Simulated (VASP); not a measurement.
Set up this calculation in VASP 6.6.1, as the native input.

* Task: single point
* Functional: PBE
* Dispersion: D3(BJ)
* Potentials or basis: VASP PAW PBE potentials, release 64 (Ge_d, H)
* Cutoff: 520 eV
* k mesh: 7 × 7 × 1
* Occupations: gaussian, width 0.1 eV
* Spin: no spin polarisation
* Dipole correction: yes
* Further INCAR settings: ALGO = Normal; EDIFF = 1e-07; NBANDS = 36

The structure of Ge4H lies in POSCAR:

```
Ge4H
1.0
    4.0303587907      0.0000000000      0.0000000000
    0.0000000000      4.0303587907      0.0000000000
    0.0000000000      0.0000000000     21.6416627718
Ge H
4 1
Direct
    0.0000000000      0.5000000000      0.1848286817
    0.0000000000      0.0000000000      0.2506714513
    0.5000000000      0.0000000000      0.3196569899
    0.5000000000      0.5000000000      0.3854446333
    0.6250000000      0.7500000000      0.5379282957
```

One way to write it, as run:

INCAR

```
SYSTEM = Ge4H
PREC     = Accurate       ! precision mode
ENCUT    = 520            ! plane-wave cutoff, eV
EDIFF    = 1E-7           ! SCF threshold, eV
ISMEAR   = 0              ! smearing method
SIGMA    = 0.1            ! smearing width, eV
LREAL    = .FALSE.        ! projectors in reciprocal space
LASPH    = .TRUE.         ! aspherical terms in the spheres
NELM     = 100            ! most SCF steps
ALGO     = Normal         ! electronic algorithm
ISIF     = 2              ! what is computed and relaxed
LWAVE    = .FALSE.        ! write WAVECAR
LCHARG   = .FALSE.        ! write CHGCAR
LDIPOL   = .TRUE.       
IDIPOL   = 3            
DIPOL    = 0.5 0.5 0.336
GGA      = PE             ! functional
IVDW     = 12             ! dispersion correction
NBANDS   = 36             ! bands
```

KPOINTS

```
regular mesh
0
G
  7 7 1
  0 0 0
```

Potentials or basis: VASP PAW PBE potentials, release 64 (Ge_d, H).

Command:

```sh
$ cat potpaw_PBE.64/Ge_d/POTCAR potpaw_PBE.64/H/POTCAR > POTCAR
$ mpirun -np 1 vasp_std > vasp.out
```

Results of the run:

```
Largest force              : 0.569 eV/Å
Band gap on the k mesh     : zero (an odd number of electrons rules out a gap without spin polarisation)
Dispersion energy per atom : -0.176 eV
```

Wall time 17 min on 1 thread of Intel Xeon 8259CL, on a shared host, peak memory 0.54 GiB.
